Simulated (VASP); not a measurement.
Re: single point with BLYP

The system is Re.

```
CELL_PARAMETERS angstrom
0.00000 2.05900 2.05900
2.05900 0.00000 2.05900
2.05900 2.05900 0.00000
ATOMIC_POSITIONS crystal
Re 0.00000 0.00000 0.00000
```

This isn't the form of Re at room conditions, which is hcp.

```yaml
Program: VASP 6.6.1
Task: single point
Functional: BLYP
Potentials_or_basis: VASP PAW PBE potentials, release 64 (Re)
Cutoff: 520 eV
k_mesh: 15 × 15 × 15
Occupations: fermi-dirac, width 0.1 eV
Spin: no spin polarisation
Dipole_correction: no
Further_INCAR_settings: ALGO = Normal; EDIFF = 1e-06; NBANDS = 10
```

The pressure is -27.2 GPa and the band gap on the k mesh is zero (an odd number of electrons rules out a gap without spin polarisation).

Levels at points of the mesh, in eV from the Fermi level:
```
           k point  band 1  band 2  band 3  band 4  band 5  band 6  band 7  band 8
(0.00, 0.00, 0.00)   -8.74   -1.52   -1.52   -1.52    0.92    0.92   13.98   18.67
```

Run time: 37 s on 1 thread of Intel Xeon 8259CL (shared host), peak memory 0.16 GiB.

Caveat: the cell stands under tension; the PAW data sets were made with another functional, which shifts forces and pressure a little; spin-orbit coupling is left out, which moves the levels of the heavy elements.
